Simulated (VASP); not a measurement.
Hf3C4, 14 atoms in the cell. The typed cell holds 14 atoms: a = 6.491 Å, b = 6.561 Å, c = 6.561 Å, α = 60.98°, β = 60.36°, γ = 60.36°.  This cell differs from its parent crystal: atoms taken out.

```yaml
Program: VASP 6.6.1
Task: single point
Functional: PBE
Potentials_or_basis: VASP PAW PBE potentials, release 64 (Hf_pv, C)
Cutoff: 520 eV
k_mesh: 6 × 6 × 6
Occupations: gaussian, width 0.1 eV
Spin: no spin polarisation
Dipole_correction: no
Further_INCAR_settings: ALGO = Fast; EDIFF = 1e-06; NBANDS = 59
```

Potentials or basis: VASP PAW PBE potentials, release 64 (Hf_pv, C).

Command:

```console
$ cat potpaw_PBE.64/Hf_pv/POTCAR potpaw_PBE.64/C/POTCAR > POTCAR
$ mpirun -np 1 vasp_std > vasp.out
```

Hardware: 1 thread of Oxide Virtual Turin-like Processor (shared host).

Q: How long does it take, and how much memory?

A: It took 48 min on 1 thread of Oxide Virtual Turin-like Processor (shared host), peak memory 0.95 GiB. Counts: scf iterations 19, k points 112.
